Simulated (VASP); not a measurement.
# N in VASP: notebook, part 2 of 2

VASP 6.6.1. The steps go on from the part before.

**3. Single point, PBE (strained and its atoms moved)**

Input file INCAR:

```
SYSTEM = N
ALGO = Normal
EDIFF = 1E-6
ENCUT = 520
GGA = PE
ISIF = 2
ISMEAR = 0
LASPH = .TRUE.
LCHARG = .TRUE.
LELF = .TRUE.
LREAL = .FALSE.
LVHAR = .TRUE.
LWAVE = .FALSE.
NBANDS = 18
NELM = 100
PREC = Accurate
SIGMA = 0.1
```

Input file KPOINTS:

```
k-points
0
G
  10 6 12
  0 0 0
```

Input file POSCAR:

```
N
1.0
    4.5608921100      0.0000000000      0.0000000000
    0.0000000000      7.5045436000      0.0000000000
    0.0000000000      0.0000000000      3.4942588000
N
4
Direct
    0.0181931956      0.2500000000      0.6494879543
    0.9708951604      0.7500000000      0.3505120457
    0.4818068044      0.7500000000      0.1494879543
    0.5291048396      0.2500000000      0.8505120457
```

Potentials or basis: VASP PAW PBE potentials, release 64 (N).

Run with:

```bash
> cat potpaw_PBE.64/N/POTCAR > POTCAR
> mpirun -np 1 vasp_std > vasp.out
```

OUTCAR:

```text
SYSTEM = N
   EDIFF = 1E-6
   ENCUT = 520
   GGA = PE
   ISIF = 2
   ISMEAR = 0
   LASPH = .TRUE.
   LREAL = .FALSE.
   NELM = 100
   PREC = Accurate

 ion  position               nearest neighbor table
   1  0.018  0.250  0.649-
   2  0.971  0.750  0.351-
   3  0.482  0.750  0.149-
   4  0.529  0.250  0.851-

  LATTYP: Found a simple orthorhombic cell.
 ALAT       =     3.4942588000
 B/A-ratio  =     1.3052530940
 C/A-ratio  =     2.1476782430

  Lattice vectors:

 A1 = (   0.0000000000,   0.0000000000,   3.4942588000)
 A2 = (   4.5608921100,   0.0000000000,   0.0000000000)
 A3 = (   0.0000000000,   7.5045436000,   0.0000000000)

Analysis of symmetry for initial positions (statically):
=====================================================================
 Subroutine PRICEL returns:
 Original cell was already a primitive cell.

 Routine SETGRP: Setting up the symmetry group for a
 simple orthorhombic supercell.

 Subroutine GETGRP returns: Found  4 space group operations
 (whereof  1 operations were pure point group operations)
 out of a pool of  8 trial point group operations.

The static configuration has the point symmetry C_1 .
 The point group associated with its full space group is C_2v.

Analysis of symmetry for dynamics (positions and initial velocities):
=====================================================================
 Subroutine PRICEL returns:
 Original cell was already a primitive cell.

 Routine SETGRP: Setting up the symmetry group for a
 simple orthorhombic supercell.

 Subroutine GETGRP returns: Found  4 space group operations
 (whereof  1 operations were pure point group operations)
 out of a pool of  8 trial point group operations.

The dynamic configuration has the point symmetry C_1 .
 The point group associated with its full space group is C_2v.
[... 119 lines left out ...]
   EFERMI_NEDOS =   21; number of points for ismear=-14 and -15
   IALGO  =     38    algorithm
   IMIX   =      4    mixing-type and parameters
     AMIX     =   0.40;   BMIX     =  1.00
     AMIX_MAG =   1.60;   BMIX_MAG =  1.00
  volume/ion in A,a.u.               =      29.90       201.77
  Fermi-wavevector in a.u.,A,eV,Ry     =   0.901935  1.704410 11.068153  0.813486
  Thomas-Fermi vector in A             =   2.025077
   LORBIT       =      0    0 simple, 1 ext, 2 COOP (PROOUT), +10 PAW based schemes
   GGA     = PE    functional components
   LHFCALC =     F    Hartree Fock is set to
   AEXX    =    0.0000 exact exchange contribution
   IVDW    =     0    specifies the selected vdW correction
   LEPSILON=     F    determine dielectric tensor
   LRPA    =     F    only Hartree local field effects (RPA)
 non-spin polarized calculation
 Gauss-broadening in eV      SIGMA  =   0.10
  energy-cutoff  :      520.00
  volume of cell :      119.60
 maximum number of plane-waves:      3256
 NGX is ok and might be reduce to    36
   NGX = 17   NGY = 27   NGZ = 13

 number of electron      19.9999998 magnetization

 Free energy of the ion-electron system (eV)
  ---------------------------------------------------
  ext. energy  EPLUGINS =         0.00000000
  ---------------------------------------------------
  free energy    TOTEN  =        -8.79771356 eV

  energy without entropy =       -8.75183336  energy(sigma->0) =       -8.77477346

 E-fermi :  -4.5686     XC(G=0):  -6.1153

 val. band max:       -4.5699856140   @ k =   0.3000   0.1667   0.3333
 cond. band min:      -4.5682351886   @ k =   0.3000   0.5000   0.3333
 fundamental gap:      0.0017504254
 Fermi energy:        -4.5686465756

 k-point     1 :       0.0000    0.0000    0.0000
  band No.  band energies     occupation
      1     -17.2729      2.00000
      2     -17.1921      2.00000
      3     -15.2575      2.00000
      4     -15.2122      2.00000
      5      -6.8126      2.00000
      6      -6.7287      2.00000
[... 481 lines left out ...]
      5      -5.0591      2.00000
      6      -5.0591      2.00000
[... 10 lines left out ...]
     17       5.0233      0.00000
     18       5.0256      0.00000

 [... further k-points ...]

------------------------ aborting loop because EDIFF is reached ----------------------------------------

  FORCE on cell =-STRESS in cart. coord.  units (eV):
  Direction    XX          YY          ZZ          XY          YZ          ZX
  --------------------------------------------------------------------------------------
  -------------------------------------------------------------------------------------
  Total      -23.7887779     -0.6848233     -4.1461246      0.0000000      0.0000000      0.0000000
  in kB     -318.6790856     -9.1740263    -55.5422895      0.0000000      0.0000000      0.0000000
  external PRESSURE =    -127.7984671 kB  Pullay stress =       0.0000000 kB

 VOLUME and BASIS-vectors are now :
 -----------------------------------------------------------------------------
  energy-cutoff  :      520.00
  volume of cell :      119.60
      direct lattice vectors                 reciprocal lattice vectors
     4.560892110  0.000000000  0.000000000     0.219255351  0.000000000  0.000000000
     0.000000000  7.504543600  0.000000000     0.000000000  0.133252607  0.000000000
     0.000000000  0.000000000  3.494258800     0.000000000  0.000000000  0.286183725

 POSITION                                       TOTAL-FORCE (eV/Angst)
 -----------------------------------------------------------------------------------
      0.08298      1.87614      2.26948        -1.179461      0.000000      1.064843
      4.42815      5.62841      1.22478        -1.170147      0.000000     -1.064843
      2.19747      5.62841      0.52235         1.179461      0.000000      1.064843
      2.41319      1.87614      2.97191         1.170147      0.000000     -1.064843
 -----------------------------------------------------------------------------------
    total drift:                               -0.000000      0.000000     -0.000204

  FREE ENERGIE OF THE ION-ELECTRON SYSTEM (eV)
  ---------------------------------------------------
  free  energy   TOTEN  =        -8.7977135581 eV

  energy  without entropy=       -8.7518333630  energy(sigma->0) =       -8.77477346
```

OSZICAR:

```text
N       E                     dE             d eps       ncg     rms          rms(c)
DAV:   1     0.101001356261E+03    0.10100E+03   -0.83653E+03  6048   0.900E+02
DAV:   2     0.298081535882E+00   -0.10070E+03   -0.98315E+02  9162   0.184E+02
DAV:   3    -0.874425940422E+01   -0.90423E+01   -0.86430E+01  6562   0.564E+01
DAV:   4    -0.891330793027E+01   -0.16905E+00   -0.16815E+00  6858   0.899E+00
DAV:   5    -0.891617590033E+01   -0.28680E-02   -0.28666E-02  6706   0.108E+00    0.244E+00
DAV:   6    -0.880254036527E+01    0.11364E+00   -0.24782E-01  6418   0.268E+00    0.978E-01
DAV:   7    -0.884650836134E+01   -0.43968E-01   -0.35091E-01  6542   0.173E+00    0.396E+00
DAV:   8    -0.879225100762E+01    0.54257E-01   -0.28767E-01  7412   0.116E+00    0.341E-01
DAV:   9    -0.879742115199E+01   -0.51701E-02   -0.43414E-03  6152   0.458E-01    0.767E-02
DAV:  10    -0.879769689031E+01   -0.27574E-03   -0.13702E-04  6760   0.910E-02    0.399E-02
DAV:  11    -0.879771268077E+01   -0.15790E-04   -0.15872E-05  6272   0.294E-02    0.126E-02
DAV:  12    -0.879771355811E+01   -0.87734E-06   -0.21892E-06  4124   0.940E-03
   1 F= -.87977136E+01 E0= -.87747735E+01  d E =-.458802E-01
```

stdout:

```text
POSCAR found type information on POSCAR N
 POSCAR found :  1 types and       4 ions
 scaLAPACK will be used
 LDA part: xc-table for (Slater+PW92), standard interpolation
 POSCAR, INCAR and KPOINTS ok, starting setup
 FFT: planning ... GRIDC
 FFT: planning ... GRID_SOFT
 FFT: planning ... GRID
 WAVECAR not read
 entering main loop
```

Wall time 1.7 min (1 thread of Intel Xeon 6975P-C (Granite Rapids), shared host); peak memory 0.38 GiB.

What came out:

```
Free energy            : -8.7977 eV
Pressure               : -12.8 GPa
Largest force          : 1.589 eV/Å
Band gap on the k mesh : zero (bands 10 and 11 overlap by 0.45 eV)
```

Forces in eV/Å, atoms in the order of the input:
```
N   -1.179  0.000  1.065
N   -1.170  0.000 -1.065
N    1.179  0.000  1.065
N    1.170  0.000 -1.065
```

Caveat: the cell differs from its parent crystal (strained and its atoms moved); the stress differs along the axes, from -32 to -1 GPa; this functional lacks dispersion, which binds layers or chains, so the pressure and a relaxed spacing across them are unreliable; forces of over 1 eV/Å act on the atoms, so gaps and moduli don't describe the material at rest.

**4. Single point, PBEsol (strained)**

Input file INCAR:

```
PREC     = Accurate       # precision mode
ENCUT    = 520            # plane-wave cutoff, eV
EDIFF    = 1E-7           # SCF threshold, eV
ISMEAR   = 0              # smearing method
SIGMA    = 0.1            # smearing width, eV
LREAL    = False          # projectors in reciprocal space
LASPH    = True           # aspherical terms in the spheres
NELM     = 100            # most SCF steps
ALGO     = Normal         # electronic algorithm
ISIF     = 2              # what is computed and relaxed
LWAVE    = False          # write WAVECAR
LCHARG   = False          # write CHGCAR
GGA      = PS             # functional
NBANDS   = 18             # bands
```

Input file KPOINTS:

```
Automatic mesh
0
Gamma
  10 6 12
```

Input file POSCAR:

```
N
1.0
    4.8896178900      0.0000000000      0.0000000000
    0.0000000000      7.7678954500      0.0000000000
    0.0000000000      0.0000000000      3.3730503700
N
4
Direct
    0.0267305321      0.2500000000      0.6361979275
    0.9732694679      0.7500000000      0.3638020725
    0.4732694679      0.7500000000      0.1361979275
    0.5267305321      0.2500000000      0.8638020725
```

Potentials or basis: VASP PAW PBE potentials, release 64 (N).

Run with:

```bash
> cat potpaw_PBE.64/N/POTCAR > POTCAR
> mpirun -np 1 vasp_std > vasp.out
```

OUTCAR:

```text
PREC = Accurate
   ENCUT = 520
   EDIFF = 1E-7
   ISMEAR = 0
   LREAL = False
   LASPH = True
   NELM = 100
   ISIF = 2
   GGA = PS

 ion  position               nearest neighbor table
   1  0.027  0.250  0.636-
   2  0.973  0.750  0.364-
   3  0.473  0.750  0.136-
   4  0.527  0.250  0.864-

  LATTYP: Found a simple orthorhombic cell.
 ALAT       =     3.3730503700
 B/A-ratio  =     1.4496130664
 C/A-ratio  =     2.3029289806

  Lattice vectors:

 A1 = (   0.0000000000,   0.0000000000,   3.3730503700)
 A2 = (   4.8896178900,   0.0000000000,   0.0000000000)
 A3 = (   0.0000000000,   7.7678954500,   0.0000000000)

Analysis of symmetry for initial positions (statically):
=====================================================================
 Subroutine PRICEL returns:
 Original cell was already a primitive cell.

 Routine SETGRP: Setting up the symmetry group for a
 simple orthorhombic supercell.

 Subroutine GETGRP returns: Found  8 space group operations
 (whereof  2 operations were pure point group operations)
 out of a pool of  8 trial point group operations.

The static configuration has the point symmetry S_2 .
 The point group associated with its full space group is D_2h.

Analysis of symmetry for dynamics (positions and initial velocities):
=====================================================================
 Subroutine PRICEL returns:
 Original cell was already a primitive cell.

 Routine SETGRP: Setting up the symmetry group for a
 simple orthorhombic supercell.

 Subroutine GETGRP returns: Found  8 space group operations
 (whereof  2 operations were pure point group operations)
 out of a pool of  8 trial point group operations.

The dynamic configuration has the point symmetry S_2 .
[... 119 lines left out ...]
   ISMEAR =     0;   SIGMA  =   0.10  broadening in eV -4-tet -1-fermi 0-gaus
   EFERMI_NEDOS =   21; number of points for ismear=-14 and -15
   IALGO  =     38    algorithm
   IMIX   =      4    mixing-type and parameters
     AMIX     =   0.40;   BMIX     =  1.00
     AMIX_MAG =   1.60;   BMIX_MAG =  1.00
  volume/ion in A,a.u.               =      32.03       216.14
  Fermi-wavevector in a.u.,A,eV,Ry     =   0.881491  1.665776 10.572081  0.777026
  Thomas-Fermi vector in A             =   2.001994
   LORBIT       =      0    0 simple, 1 ext, 2 COOP (PROOUT), +10 PAW based schemes
   GGA     = PS    functional components
   LHFCALC =     F    Hartree Fock is set to
   AEXX    =    0.0000 exact exchange contribution
   IVDW    =     0    specifies the selected vdW correction
   LEPSILON=     F    determine dielectric tensor
   LRPA    =     F    only Hartree local field effects (RPA)
 non-spin polarized calculation
 Gauss-broadening in eV      SIGMA  =   0.10
  energy-cutoff  :      520.00
  volume of cell :      128.12
 maximum number of plane-waves:      3482
   NGX = 19   NGY = 29   NGZ = 13

 number of electron      20.0000001 magnetization

 Free energy of the ion-electron system (eV)
  ---------------------------------------------------
  ext. energy  EPLUGINS =         0.00000000
  ---------------------------------------------------
  free energy    TOTEN  =        -7.48896088 eV

  energy without entropy =       -7.43489636  energy(sigma->0) =       -7.46192862

 E-fermi :  -4.8098     XC(G=0):  -6.0081

 val. band max:       -4.8113380063   @ k =   0.3000   0.0000   0.0000
 cond. band min:      -4.8096348261   @ k =   0.5000   0.3333   0.5000
 fundamental gap:      0.0017031801
 Fermi energy:        -4.8098309411

 k-point     1 :       0.0000    0.0000    0.0000
  band No.  band energies     occupation
      1     -17.1207      2.00000
      2     -17.0545      2.00000
      3     -15.7161      2.00000
      4     -15.6789      2.00000
      5      -6.6477      2.00000
      6      -6.5650      2.00000
[... 481 lines left out ...]
      5      -5.0891      1.99992
      6      -5.0891      1.99992
[... 10 lines left out ...]
     17       4.5185      0.00000
     18       4.5185      0.00000

 [... further k-points ...]

------------------------ aborting loop because EDIFF is reached ----------------------------------------

  FORCE on cell =-STRESS in cart. coord.  units (eV):
  Direction    XX          YY          ZZ          XY          YZ          ZX
  --------------------------------------------------------------------------------------
  -------------------------------------------------------------------------------------
  Total      -20.4410319     -0.8911125     -6.4424191      0.0000000      0.0000000      0.0000000
  in kB     -255.6302694    -11.1440229    -80.5672306      0.0000000      0.0000000      0.0000000
  external PRESSURE =    -115.7805076 kB  Pullay stress =       0.0000000 kB

 VOLUME and BASIS-vectors are now :
 -----------------------------------------------------------------------------
  energy-cutoff  :      520.00
  volume of cell :      128.12
      direct lattice vectors                 reciprocal lattice vectors
     4.889617890  0.000000000  0.000000000     0.204514959  0.000000000  0.000000000
     0.000000000  7.767895450  0.000000000     0.000000000  0.128734997  0.000000000
     0.000000000  0.000000000  3.373050370     0.000000000  0.000000000  0.296467556

 POSITION                                       TOTAL-FORCE (eV/Angst)
 -----------------------------------------------------------------------------------
      0.13070      1.94197      2.14593        -0.005834     -0.000000      0.833276
      4.75892      5.82592      1.22712         0.005834      0.000000     -0.833276
      2.31411      5.82592      0.45940         0.005834     -0.000000      0.833276
      2.57551      1.94197      2.91365        -0.005834      0.000000     -0.833276
 -----------------------------------------------------------------------------------
    total drift:                               -0.000000     -0.000000      0.000000

  FREE ENERGIE OF THE ION-ELECTRON SYSTEM (eV)
  ---------------------------------------------------
  free  energy   TOTEN  =        -7.4889608835 eV

  energy  without entropy=       -7.4348963583  energy(sigma->0) =       -7.46192862
```

It took 1.9 min on 1 thread of Intel Xeon 6975P-C (Granite Rapids), shared host; peak memory 0.4 GiB.

Results:

```yaml
Free_energy: -7.4890 eV
Pressure: -11.6 GPa
Largest_force: 0.833 eV/Å
Band_gap_on_the_k_mesh: zero (bands 10 and 11 overlap by 0.75 eV)
```

Forces on the atoms (eV/Å):
```
N   -0.006  0.000  0.833
N    0.006  0.000 -0.833
N    0.006  0.000  0.833
N   -0.006  0.000 -0.833
```

Stress tensor (GPa, compression positive):
```
-25.56   0.00   0.00
  0.00  -1.11   0.00
  0.00   0.00  -8.06
```

Caveat: the cell differs from its parent crystal (strained); the stress differs along the axes, from -26 to -1 GPa; the nearest neighbours stand farther apart than a usual bond; the PAW data sets were made with another functional, which shifts forces and pressure a little; this functional lacks dispersion, which binds layers or chains, so the pressure and a relaxed spacing across them are unreliable.

**5. The runs side by side**

| level | cell | gap on the mesh (eV) | pressure (GPa) | largest force (eV/Å) |
| --- | --- | --- | --- | --- |
| PBE | a = 4.817, b = 7.650, c = 3.198 Å, 4 atoms, atomic positions A | none | -12.3 | 0.89 |
| PBE | a = 4.561, b = 7.505, c = 3.494 Å, 4 atoms, atomic positions B | none | -12.8 | 1.59 |
| PBEsol | a = 4.890, b = 7.768, c = 3.373 Å, 4 atoms, atomic positions C | none | -11.6 | 0.83 |

Alike in all rows: task single point; potentials or basis VASP PAW PBE potentials, release 64 (N); no spin polarisation; k mesh 10 × 6 × 12; cutoff (eV) 520; smearing gaussian 0.1 eV.

Caveats: this functional lacks dispersion, which binds layers or chains, so the pressure and a relaxed spacing across them are unreliable; the nearest neighbours stand farther apart than a usual bond (at least some runs); the stress differs along the axes, from -25 to -1 GPa (at least some runs); the stress differs along the axes, from -32 to -1 GPa (at least some runs); forces of over 1 eV/Å act on the atoms, so gaps and moduli don't describe the material at rest (at least some runs); the stress differs along the axes, from -26 to -1 GPa (at least some runs); the PAW data sets were made with another functional, which shifts forces and pressure a little (at least some runs).

Absolute energies hang on the potentials; compare differences alone.
